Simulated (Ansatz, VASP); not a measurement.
One calculation of Ni, two programs

The input INCAR:

```
SYSTEM = Ni
  ALGO = Normal
  EDIFF = 1E-7
  ENCUT = 520
  GGA = PS
  ISIF = 2
  ISMEAR = -1
  ISPIN = 2
  LASPH = .TRUE.
  LCHARG = .TRUE.
  LELF = .TRUE.
  LMAXMIX = 4
  LORBIT = 11
  LREAL = .FALSE.
  LVHAR = .TRUE.
  LWAVE = .FALSE.
  MAGMOM = 1
  NBANDS = 15
  NELM = 150
  PREC = Accurate
  SIGMA = 0.05
```

The input KPOINTS:

```
k-points
0
G
  20 20 20
  0 0 0
```

POSCAR

```
Ni
1.0
    0.0000000000      1.6962622120      1.6962622120
    1.6962622120      0.0000000000      1.6962622120
    1.6962622120      1.6962622120      0.0000000000
Ni
1
Direct
    0.0000000000      0.0000000000      0.0000000000
```

Input for Ansatz:

```yaml
crystal:
  lattice:
    - [0.0, 1.696262212, 1.696262212]
    - [1.696262212, 0.0, 1.696262212]
    - [1.696262212, 1.696262212, 0.0]
  atoms:
    - { symbol: Ni, position: [0.0, 0.0, 0.0], spin: 1.0 }
magnetization:
  spin_polarized: true
kpoints:
  mp_grid: { grid: [20, 20, 20] }
scf:
  occupations: { method: fermi_dirac, width: 0.05 }
hamiltonian:
  xc: pbesol
  pseudopotentials: { kind: paw }
output:
  forces: true
  stress: true
  eigenvalues: true
  populations: true
  write_density: true
  write_potential: true
  elf: true
  volumetric_format: npy
```

Change from the starting cell: volume scaled by 0.94, PAW files.

Alike in both runs: task single point; functional PBEsol; k mesh 20 × 20 × 20; occupations fermi-dirac, width 0.05 eV; collinear spin.

```csv
,VASP,Ansatz
version,VASP 6.6.1,Ansatz 0.2.0
potentials or method,"VASP PAW PBE potentials, release 64 (Ni)","PAW with Ansatz's default frozen-core files, scalar-relativistic"
plane-wave cutoff (eV),520,420
valence electrons in the cell,10,18
```

```csv
,VASP,Ansatz,Ansatz less VASP
pressure (GPa),16.3,16.7,+0.35
net moment per atom (μB),0.61,0.62,+0.009
size of the moment on the site where the two differ most (μB),0.61,0.65,+0.040
```

VASP's potentials were made for PBE, not for PBEsol. Site moments also hang on the region over which each program counts them. The functional is the same, so the differences come from potentials, cutoffs and numerics. VASP's potentials hold 10 valence electrons a cell and Ansatz's 18, so a difference there can come from the potentials and not from the codes.
